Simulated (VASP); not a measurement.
Set up this calculation in VASP 6.6.1, as the native input.

```
Task                   : relaxation of cell and atoms
Functional             : PBEsol
Potentials or basis    : VASP PAW PBE potentials, release 64 (Ga_d, Al, N)
Cutoff                 : 600 eV
k mesh                 : 6 × 4 × 4
Occupations            : gaussian, width 0.02 eV
Spin                   : no spin polarisation
Dipole correction      : no
Further INCAR settings : LREAL = Auto; ALGO = Normal; EDIFF = 1e-07; IBRION = 2; EDIFFG = -0.005; NSW = 100; ISIF = 3
```

The structure of Al3GaN4 lies in POSCAR:

```
Al3GaN4
1.0
    0.0000000000      0.0000000000     -5.0387920156
    3.1311047859      5.4232325730      0.0000000000
    3.1288814628     -5.4219489368      0.0000000000
Ga Al N
2 6 8
Direct
   -0.0005939170      0.1656717379      0.3313434759
    0.4994060830      0.3343282621      0.6686565241
    0.0003644813      0.1651688436      0.8337475661
    0.0007620835      0.6669046392      0.3338092785
    0.0003644813      0.6685787224      0.8337475661
    0.5003644813      0.3348311564      0.1662524339
    0.5007620835      0.8330953608      0.6661907215
    0.5003644813      0.8314212776      0.1662524339
    0.6116783801      0.1633606971      0.3267213943
    0.6230508722      0.1627027761      0.8368020848
    0.6213227464      0.6668842144      0.3337684288
    0.6230508722      0.6740993087      0.8368020848
    0.1116783801      0.3366393029      0.6732786057
    0.1230508722      0.3372972239      0.1631979152
    0.1213227464      0.8331157856      0.6662315712
    0.1230508722      0.8259006913      0.1631979152
```

These files were run (other wordings do the same):

INCAR

```
PREC = Accurate
ENCUT = 600
EDIFF = 1E-7
ISMEAR = 0
SIGMA = 0.02
LREAL = Auto
LASPH = T
NELM = 100
ALGO = Normal
ISIF = 3
LWAVE = F
LCHARG = F
GGA = PS
IBRION = 2
NSW = 100
EDIFFG = -0.005
```

KPOINTS

```
Automatic mesh
0
Gamma
  6 4 4
```

Potentials or basis: VASP PAW PBE potentials, release 64 (Ga_d, Al, N).

Launch:

```sh
$ cat potpaw_PBE.64/Ga_d/POTCAR potpaw_PBE.64/Al/POTCAR potpaw_PBE.64/N/POTCAR > POTCAR
$ mpirun -np 1 vasp_std > vasp.out
```

It gave:

```yaml
Relaxed_volume: 10.68 Å³/atom
Relaxed_cell: a = 5.042 Å, b = 6.257 Å, c = 6.255 Å, α = 120.01°, β = 90.00°, γ = 90.00°
Space_group_after_relaxing_to_0.05_Å: Cmc2_1 (No. 36)
Energy_gained_by_relaxing: 0.0 meV/atom
Ionic_steps: 9
Pressure_after_relaxing: 0.0 GPa
Band_gap_on_the_k_mesh: 3.52 eV, direct
```

Caveat: the PAW data sets were made with another functional, which shifts forces and pressure a little.

It took 34 min on 1 thread of Intel(R) Xeon(R) Platinum 8259CL CPU @ 2.50GHz (Skylake/Cascade Lake) (shared host), peak memory 0.44 GiB.
